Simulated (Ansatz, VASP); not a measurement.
## One calculation of Al4Ni, two programs

```xyz
10
Lattice="4.0710 0.0000 0.0000 0.0000 4.0710 0.0000 0.0000 0.0000 9.5119" Properties=species:S:1:pos:R:3 pbc="T T T"
Al    0.0000    0.0000    0.0000
Al    2.0355    2.0355    0.0000
Al    0.0000    2.0355    4.7701
Al    2.0355    0.0000    4.7418
Al    0.0000    0.0000    2.7635
Al    2.0355    2.0355    2.7635
Al    2.0355    2.0355    6.7484
Al    0.0000    0.0000    6.7484
Ni    0.0000    2.0355    1.4302
Ni    2.0355    0.0000    8.0817
```

Alike in both runs: task single point; functional r2SCAN; k mesh 8 × 8 × 4; occupations gaussian, width 0.1 eV; no spin polarisation.

```csv
,VASP,Ansatz
version,VASP 6.6.1,Ansatz 0.2.0
potentials or method,"VASP PAW PBE potentials, release 64 (Al, Ni), cutoff 520 eV","scalar-relativistic, plane waves, PAW"
valence electrons in the cell,44,60
```

```csv
,VASP,Ansatz,Ansatz less VASP
gap on the k mesh at the Fermi level (eV),none,none,-
pressure (GPa),-3.2,-2.9,+0.33
"traceless stress, the component that is largest in VASP (GPa)",-0.34,-0.36,-0.021
rms of the force components (eV/Å),0.032,0.040,+0.0084
```

VASP's potentials were made for PBE, not for r2SCAN. Atom by atom the forces differ by 0.010 eV/Å (rms over components). A gap of «none» marks a metal or a gap that the smearing closes. VASP's potentials hold 44 valence electrons a cell and Ansatz's 60, so a difference there can come from the potentials and not from the codes.
